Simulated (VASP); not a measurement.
Input of a VASP 6.6.1 run:

The input INCAR:

```
SYSTEM = B
PREC     = Accurate       ! precision mode
ENCUT    = 520            ! plane-wave cutoff, eV
EDIFF    = 1E-7           ! SCF threshold, eV
ISMEAR   = 0              ! smearing method
SIGMA    = 0.1            ! smearing width, eV
LREAL    = .FALSE.        ! projectors in reciprocal space
LASPH    = .TRUE.         ! aspherical terms in the spheres
NELM     = 60             ! most SCF steps
ALGO     = Normal         ! electronic algorithm
ISIF     = 2              ! what is computed and relaxed
LWAVE    = .FALSE.        ! write WAVECAR
LCHARG   = .FALSE.        ! write CHGCAR
GGA      = PE             ! functional
NBANDS   = 10             ! bands
```

KPOINTS

```
Automatic mesh
0
G
  34 20 14
  0 0 0
```

Contents of POSCAR:

```
B
1.0
    1.6244129076      0.0000000000      0.0000000000
    0.0000000000      2.8661508200      0.0000000000
    0.0000000000      0.0000000000      3.9212733052
B
2
Direct
    0.0000000000      0.0000000000      0.8908348836
    0.5000000000      0.5000000000      0.1091651164
```

Potentials or basis: VASP PAW PBE potentials, release 64 (B).

The run is started by

```sh
$ cat potpaw_PBE.64/B/POTCAR > POTCAR
$ mpirun -np 1 vasp_std > vasp.out
```

(1) Predict the band gap on the k mesh.

(2) Estimate the pressure.

Results:

(1) zero (bands 3 and 4 overlap by 11.11 eV).

(2) 0.0 GPa.

Caveat: this functional lacks dispersion, which binds layers or chains, so the pressure and a relaxed spacing across them are unreliable.
